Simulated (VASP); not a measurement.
## Pd: single point with r2SCAN

The system is Pd.

```xyz
1
Lattice="-1.5510 1.5510 1.5510 1.5510 -1.5510 1.5510 1.5510 1.5510 -1.5510" Properties=species:S:1:pos:R:3 pbc="T T T"
Pd    0.0000    0.0000    0.0000
```

This isn't the form of Pd at room conditions, which is fcc.

```yaml
Program: VASP 6.6.1
Task: single point
Functional: r2SCAN
Potentials_or_basis: VASP PAW PBE potentials, release 64 (Pd)
Cutoff: 550 eV
k_mesh: 12 × 12 × 12
Occupations: fermi-dirac, width 0.05 eV
Spin: no spin polarisation
Dipole_correction: no
Further_INCAR_settings: ALGO = Normal; EDIFF = 1e-06; NBANDS = 11
```

```
Pressure               : 1.9 GPa
Band gap on the k mesh : zero (bands 5 and 6 overlap by 1.76 eV)
```

Levels at points of the mesh, in eV from the Fermi level:
```
           k point  band 3  band 4  band 5  band 6  band 7  band 8
(0.00, 0.00, 0.00)   -2.99   -2.99   -1.02   -1.02   20.34   20.34
(0.50, 0.00, 0.00)   -1.08   -0.79    0.63    1.71    8.28   15.93
(0.50, 0.50, 0.50)    0.23    0.23    0.23    9.78    9.78    9.78
```

Wall time 41 s on 1 thread of Intel(R) Xeon(R) Platinum 8488C (Sapphire Rapids) (shared host), peak memory 0.15 GiB.

Caveat: the PAW data sets were made with another functional, which shifts forces and pressure a little.
